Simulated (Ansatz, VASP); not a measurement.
## One calculation of NbAl2, two programs

```xyz
3
Lattice="-1.5639 1.5639 5.0693 1.5639 -1.5639 5.0693 1.5639 1.5639 -5.0693" Properties=species:S:1:pos:R:3 pbc="T T T"
Al    0.0000    0.0000    3.3251
Al    0.0000    0.0000    6.8135
Nb    0.0000    0.0000    0.0000
```

Alike in both runs: functional PBE; k mesh 20 × 20 × 20; occupations gaussian, width 0.1 eV; no spin polarisation.

Ansatz relaxed the structure, and its values are those at the end. VASP's run is a single point on that final structure, the one shown.

|  | VASP | Ansatz |
| --- | --- | --- |
| version | VASP 6.6.1 | Ansatz 0.2.0 |
| potentials or method | VASP PAW PBE potentials, release 64 (Al, Nb_sv), cutoff 520 eV | scalar-relativistic, plane waves, PAW |
| valence electrons in the cell | 19 | 19 |

Ansatz gave:

```
gap on the k mesh at the Fermi level (eV) : none
pressure (GPa)                            : 0.0
rms of the force components (eV/Å)        : 0.003
```

Task: Estimate VASP's values.

Result: gap on the k mesh at the Fermi level (eV): none; pressure (GPa): -0.1; rms of the force components (eV/Å): 0.004.

A gap of «none» marks a metal or a gap that the smearing closes.
